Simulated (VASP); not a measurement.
# BaHfO3 (kscan) (Pm-3m) in VASP: further runs, part 2 of 2

VASP 6.6.1. The steps go on from the part before.

### 3 Single point, r2SCAN

This run uses another cell than the first one, of 14.58 Å³/atom, 1.005 times its volume.

File POSCAR:

```
BaHfO3
1.0
    4.1773413473      0.0000000000      0.0000000000
    0.0000000000      4.1773413473      0.0000000000
    0.0000000000      0.0000000000      4.1773413473
Ba Hf O
1 1 3
Direct
    0.5000000000      0.5000000000      0.5000000000
    0.0000000000      0.0000000000      0.0000000000
    0.0000000000      0.5000000000      0.0000000000
    0.5000000000      0.0000000000      0.0000000000
    0.0000000000      0.0000000000      0.5000000000
```

File INCAR.step1:

```
SYSTEM = BaHfO3
PREC = Accurate ; ENCUT = 520
ISMEAR = 0 ; SIGMA = 0.02
LREAL = .False. ; LASPH = .True.
NELM = 80 ; NBANDS = 27
GGA = PE ; ALGO = Normal
EDIFF = 1E-4 ; LWAVE = .True.
LCHARG = .False.
```

File INCAR.step2:

```
SYSTEM = BaHfO3
PREC = Accurate ; ENCUT = 520
EDIFF = 1E-7 ; ISMEAR = 0
SIGMA = 0.02 ; LREAL = .False.
LASPH = .True. ; NELM = 80
ALGO = Normal ; ISIF = 2
LWAVE = .False. ; LCHARG = .True.
METAGGA = R2SCAN ; LMIXTAU = .True.
LELF = .True. ; LVHAR = .True.
NBANDS = 27 ; ISTART = 1
```

File KPOINTS:

```
Automatic mesh
0
Gamma
  6 6 6
  0 0 0
```

Potentials or basis: VASP PAW PBE potentials, release 64 (Ba_sv, Hf_pv, O).

Command:

```
cat potpaw_PBE.64/Ba_sv/POTCAR potpaw_PBE.64/Hf_pv/POTCAR potpaw_PBE.64/O/POTCAR > POTCAR
cp INCAR.step1 INCAR
mpirun -np 1 vasp_std > vasp.out
cp INCAR.step2 INCAR
mpirun -np 1 vasp_std > vasp.out
```

OUTCAR:

```text
SYSTEM = BaHfO3
   PREC = Accurate
   ENCUT = 520
   EDIFF = 1E-7
   ISMEAR = 0
   LREAL = .False.
   LASPH = .True.
   NELM = 80
   ISIF = 2
   METAGGA = R2SCAN
   ISTART = 1

 ion  position               nearest neighbor table
   1  0.500  0.500  0.500-   3 2.95   4 2.95   5 2.95   3 2.95   4 2.95   4 2.95   5 2.95   4 2.95
                             3 2.95   5 2.95   3 2.95   5 2.95   2 3.62   2 3.62   2 3.62   2 3.62
   2  0.000  0.000  0.000-   3 2.09   4 2.09   5 2.09   5 2.09   3 2.09   4 2.09   1 3.62   1 3.62
                             1 3.62   1 3.62   1 3.62   1 3.62   1 3.62   1 3.62
   3  0.000  0.500  0.000-   2 2.09   2 2.09   1 2.95   1 2.95   1 2.95   1 2.95
   4  0.500  0.000  0.000-   2 2.09   2 2.09   1 2.95   1 2.95   1 2.95   1 2.95
   5  0.000  0.000  0.500-   2 2.09   2 2.09   1 2.95   1 2.95   1 2.95   1 2.95

  LATTYP: Found a simple cubic cell.
 ALAT       =     4.1773413473

  Lattice vectors:

 A1 = (   4.1773413473,   0.0000000000,   0.0000000000)
 A2 = (   0.0000000000,   4.1773413473,   0.0000000000)
 A3 = (   0.0000000000,   0.0000000000,   4.1773413473)

Analysis of symmetry for initial positions (statically):
[... 178 lines left out ...]
 cond. band min:       6.2126125328   @ k =   0.0000   0.0000   0.0000
 fundamental gap:      4.1098277653
 Fermi energy:         2.2983064936

 k-point     1 :       0.0000    0.0000    0.0000
  band No.  band energies     occupation
      1     -27.6492      2.00000
      2     -27.6492      2.00000
      3     -27.6492      2.00000
      4     -23.8348      2.00000
      5     -15.5356      2.00000
      6     -15.0363      2.00000
[... 589 lines left out ...]
     26      11.9480      0.00000
     27      11.9480      0.00000

------------------------ aborting loop because EDIFF is reached ----------------------------------------

  FORCE on cell =-STRESS in cart. coord.  units (eV):
  Direction    XX          YY          ZZ          XY          YZ          ZX
  --------------------------------------------------------------------------------------
  -------------------------------------------------------------------------------------
  Total       -0.3520624     -0.3520624     -0.3520624     -0.0000000      0.0000000     -0.0000000
  in kB       -7.7380297     -7.7380297     -7.7380297     -0.0000000      0.0000000     -0.0000000
  external PRESSURE =      -7.7380297 kB  Pullay stress =       0.0000000 kB

 VOLUME and BASIS-vectors are now :
 -----------------------------------------------------------------------------
  energy-cutoff  :      520.00
  volume of cell :       72.90
      direct lattice vectors                 reciprocal lattice vectors
     4.177341347  0.000000000  0.000000000     0.239386710  0.000000000  0.000000000
     0.000000000  4.177341347  0.000000000     0.000000000  0.239386710  0.000000000
     0.000000000  0.000000000  4.177341347     0.000000000  0.000000000  0.239386710

 POSITION                                       TOTAL-FORCE (eV/Angst)
 -----------------------------------------------------------------------------------
      2.08867      2.08867      2.08867         0.000000      0.000000      0.000000
      0.00000      0.00000      0.00000         0.000000      0.000000      0.000000
      0.00000      2.08867      0.00000         0.000000      0.000000      0.000000
      2.08867      0.00000      0.00000         0.000000      0.000000      0.000000
      0.00000      0.00000      2.08867         0.000000      0.000000      0.000000
 -----------------------------------------------------------------------------------
    total drift:                                0.000000      0.000000     -0.000000

  FREE ENERGIE OF THE ION-ELECTRON SYSTEM (eV)
  ---------------------------------------------------
  free  energy   TOTEN  =      -108.0085066510 eV

  energy  without entropy=     -108.0085066510  energy(sigma->0) =     -108.00850665
```

OSZICAR.step1:

```text
N       E                     dE             d eps       ncg     rms          rms(c)
DAV:   1     0.226621074444E+03    0.22662E+03   -0.20767E+04  1080   0.136E+03
DAV:   2    -0.373532300537E+02   -0.26397E+03   -0.25605E+03  1418   0.317E+02
DAV:   3    -0.503141871324E+02   -0.12961E+02   -0.12898E+02  1408   0.682E+01
DAV:   4    -0.505627707052E+02   -0.24858E+00   -0.24831E+00  1497   0.770E+00
DAV:   5    -0.505658138733E+02   -0.30432E-02   -0.30429E-02  1385   0.691E-01    0.586E+01
DAV:   6    -0.437267638179E+02    0.68391E+01   -0.33427E+01  1208   0.325E+01    0.508E+01
DAV:   7    -0.435785768500E+02    0.14819E+00   -0.18883E+00  1374   0.840E+00    0.331E+01
DAV:   8    -0.435673589854E+02    0.11218E-01   -0.33234E-01  1239   0.448E+00    0.796E+00
DAV:   9    -0.435462885600E+02    0.21070E-01   -0.78151E-02  1242   0.183E+00    0.228E+00
DAV:  10    -0.435463677906E+02   -0.79231E-04   -0.76542E-03  1334   0.563E-01    0.782E-01
DAV:  11    -0.435462224094E+02    0.14538E-03   -0.64914E-04  1360   0.156E-01    0.152E-01
DAV:  12    -0.435462541954E+02   -0.31786E-04   -0.60019E-05   774   0.518E-02
   1 F= -.43546254E+02 E0= -.43546254E+02  d E =-.102875E-23
```

Run time: 53 s. Hardware: 1 thread of Intel Xeon 6975P-C (Granite Rapids), shared host; peak memory 0.21 GiB.

Results:

| Item | Value |
| --- | --- |
| Free energy | -108.0085 eV |
| Pressure | -0.8 GPa |
| Band gap on the k mesh | 4.11 eV, indirect (least direct gap 4.35 eV) |

Caveat: the PAW data sets were made with another functional, which shifts forces and pressure a little; spin-orbit coupling is left out, which moves the levels of the heavy elements. A k mesh can miss the band edges.

### 4 Relaxation of cell and atoms, r2SCAN

POSCAR: that of step 3 with these lines changed.

```diff
@@ -2,5 +2,5 @@
 1.0
-    4.1773413473      0.0000000000      0.0000000000
-    0.0000000000      4.1773413473      0.0000000000
-    0.0000000000      0.0000000000      4.1773413473
+    4.1698367400      0.0000000000      0.0000000000
+    0.0000000000      4.1698367400      0.0000000000
+    0.0000000000      0.0000000000      4.1698367400
 Ba Hf O
```

File INCAR.step1:

```
PREC     = Accurate       # precision mode
ENCUT    = 600            # plane-wave cutoff, eV
ISMEAR   = 0              # smearing method
SIGMA    = 0.02           # smearing width, eV
LREAL    = False          # projectors in reciprocal space
LASPH    = True           # aspherical terms in the spheres
NELM     = 60             # most SCF steps
GGA      = PE             # functional
ALGO     = Normal         # electronic algorithm
EDIFF    = 1E-4           # SCF threshold, eV
LWAVE    = True           # write WAVECAR
LCHARG   = False          # write CHGCAR
```

File INCAR.step2:

```
PREC     = Accurate       # precision mode
ENCUT    = 600            # plane-wave cutoff, eV
EDIFF    = 1E-6           # SCF threshold, eV
ISMEAR   = 0              # smearing method
SIGMA    = 0.02           # smearing width, eV
LREAL    = False          # projectors in reciprocal space
LASPH    = True           # aspherical terms in the spheres
NELM     = 60             # most SCF steps
ALGO     = Normal         # electronic algorithm
ISIF     = 3              # what is computed and relaxed
LWAVE    = False          # write WAVECAR
LCHARG   = False          # write CHGCAR
METAGGA  = R2SCAN         # meta-GGA
LMIXTAU  = True         
IBRION   = 2              # ionic algorithm
NSW      = 100            # ionic steps
EDIFFG   = -0.002         # ionic threshold
ISTART   = 1
```

File KPOINTS:

```
regular mesh
0
Gamma
  6 6 6
```

Command:

```
cat potpaw_PBE.64/Ba_sv/POTCAR potpaw_PBE.64/Hf_pv/POTCAR potpaw_PBE.64/O/POTCAR > POTCAR
cp INCAR.step1 INCAR
mpirun -np 1 vasp_std > vasp.out
cp INCAR.step2 INCAR
mpirun -np 1 vasp_std > vasp.out
```

Wall time 71 s (1 thread of Intel Xeon 6975P-C (Granite Rapids), shared host); peak memory 0.24 GiB.

The run converged. Its results:

```yaml
Free_energy: -108.0183 eV
Pressure_after_relaxing: 0.0 GPa
Band_gap_on_the_k_mesh: 4.12 eV, indirect (least direct gap 4.36 eV)
```

Final structure:
```
Ba Hf O
1.0
     4.16984    0.00000    0.00000
     0.00000    4.16984    0.00000
     0.00000    0.00000    4.16984
Ba Hf O
1 1 3
Direct
  0.50000 0.50000 0.50000
  0.00000 0.00000 0.00000
  0.00000 0.50000 0.00000
  0.50000 0.00000 0.00000
  0.00000 0.00000 0.50000
```

Levels at points of the mesh, in eV from the valence-band top:
```tsv
k point	band 17	band 18	band 19	band 20	band 21	band 22
(0.00, 0.00, 0.00)	-0.23	-0.23	-0.23	4.12	4.12	4.12
(0.50, 0.00, 0.00)	-1.70	-0.57	-0.57	4.68	6.91	6.91
(0.50, 0.50, 0.00)	-0.94	-0.94	-0.08	6.81	6.81	7.27
(0.50, 0.50, 0.50)	0.00	0.00	0.00	6.70	6.70	6.70
```

Caveat: the relaxation stopped at its first step, so nothing moved; the PAW data sets were made with another functional, which shifts forces and pressure a little; spin-orbit coupling is left out, which moves the levels of the heavy elements.

### 5 Summary

| task | cell | k mesh | cutoff (eV) | smearing | gap on the mesh (eV) | pressure (GPa) |
| --- | --- | --- | --- | --- | --- | --- |
| single point | a = 4.170 Å, 5 atoms | 4 × 4 × 4 | 520 | gaussian 0.1 eV | 4.12 | 0.2 |
| single point | a = 4.177 Å, 5 atoms | 6 × 6 × 6 | 520 | gaussian 0.02 eV | 4.11 | -0.8 |
| relaxation of cell and atoms | relaxed from a = 4.170 Å, 5 atoms | 6 × 6 × 6 | 600 | gaussian 0.02 eV | 4.12 | 0.0 |

Alike in all rows: level r2SCAN; potentials or basis VASP PAW PBE potentials, release 64 (Ba_sv, Hf_pv, O); no spin polarisation.

Caveats: the PAW data sets were made with another functional, which shifts forces and pressure a little; spin-orbit coupling is left out, which moves the levels of the heavy elements; the relaxation stopped at its first step, so nothing moved (some runs).

Absolute energies hang on the potentials; compare differences alone.
